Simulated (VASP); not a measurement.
Write the native input for VASP 6.6.1 that does the following.

| Quantity | Value |
| --- | --- |
| Task | single point |
| Functional | r2SCAN |
| Potentials or basis | VASP PAW PBE potentials, release 64 (As) |
| Cutoff | 520 eV |
| k mesh | 14 × 14 × 14 |
| Occupations | fermi-dirac, width 0.1 eV |
| Spin | no spin polarisation |
| Dipole correction | no |
| Further INCAR settings | ALGO = Normal; EDIFF = 1e-06; NBANDS = 8 |

Crystal: As.

```
As
1.0
     0.00000    2.17698    2.17698
     2.17698    0.00000    2.17698
     2.17698    2.17698    0.00000
As
1
Direct
  0.00000 0.00000 0.00000
```

This cell differs from its parent crystal: volume scaled by 1.08.

These files were run (other wordings do the same):

POSCAR

```
As
1.0
    0.0000000000      2.1769831078      2.1769831078
    2.1769831078      0.0000000000      2.1769831078
    2.1769831078      2.1769831078      0.0000000000
As
1
Direct
    0.0000000000      0.0000000000      0.0000000000
```

INCAR.step1

```
ALGO = Normal
EDIFF = 1E-4
ENCUT = 520
GGA = PE
ISMEAR = -1
LASPH = T
LCHARG = F
LREAL = F
LWAVE = T
NBANDS = 8
NELM = 100
PREC = Accurate
SIGMA = 0.1
```

INCAR.step2

```
ALGO = Normal
EDIFF = 1E-6
ENCUT = 520
ISIF = 2
ISMEAR = -1
ISTART = 1
LASPH = T
LCHARG = F
LMIXTAU = T
LREAL = F
LWAVE = F
METAGGA = R2SCAN
NBANDS = 8
NELM = 100
PREC = Accurate
SIGMA = 0.1
```

KPOINTS

```
k-points
0
Gamma
  14 14 14
```

Potentials or basis: VASP PAW PBE potentials, release 64 (As).

Run with:

```bash
$ cat potpaw_PBE.64/As/POTCAR > POTCAR
$ cp INCAR.step1 INCAR
$ mpirun -np 1 vasp_std > vasp.out
$ cp INCAR.step2 INCAR
$ mpirun -np 1 vasp_std > vasp.out
```

Results of the run:

```json
{"Pressure": "-5.5 GPa"}
```

Caveat: the PAW data sets were made with another functional, which shifts forces and pressure a little.

It took 56 s on 1 thread of AMD EPYC 9R45 (Zen 5), with other jobs on the host, peak memory 0.11 GiB.
